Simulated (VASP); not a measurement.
# Ni: single point with PBE

The system is Ni.

```
Ni
1.0
     2.32833    0.00000    0.00000
     0.00000    2.32833    0.00000
     0.00000    0.00000    2.32833
Ni
1
Cartesian
  0.0000 0.0000 0.0000
```

This isn't the form of Ni at room conditions, which is fcc.

| Property | Result |
| --- | --- |
| Program | VASP 6.6.1 |
| Task | single point |
| Functional | PBE |
| Potentials or basis | VASP PAW PBE potentials, release 64 (Ni) |
| Cutoff | 520 eV |
| k mesh | 15 × 15 × 15 |
| Occupations | fermi-dirac, width 0.05 eV |
| Spin | collinear spin, ferromagnetic start |
| Starting moments | [0.575] μB |
| Dipole correction | no |
| Further INCAR settings | ALGO = Normal; EDIFF = 1e-06; NBANDS = 15 |

* Pressure: -0.1 GPa
* Net moment: 0.51 μB per cell
* Site moments: Ni +0.52 μB
* Valence electrons inside the program's atomic spheres: Ni 9.25

Levels at points of the mesh, in eV from the Fermi level:
Spin up:
| k point | band 2 | band 3 | band 4 | band 5 | band 6 | band 7 | band 8 | band 9 |
| --- | --- | --- | --- | --- | --- | --- | --- | --- |
| (0.00, 0.00, 0.00) | -3.55 | -3.55 | -0.36 | -0.36 | -0.36 | 19.40 | 19.40 | 19.40 |
Spin down:
| k point | band 2 | band 3 | band 4 | band 5 | band 6 | band 7 | band 8 | band 9 |
| --- | --- | --- | --- | --- | --- | --- | --- | --- |
| (0.00, 0.00, 0.00) | -3.15 | -3.15 | 0.28 | 0.28 | 0.28 | 19.47 | 19.47 | 19.47 |

Wall time 39 s on 1 thread of Intel Xeon 8259CL, with other jobs on the host, peak memory 0.15 GiB.
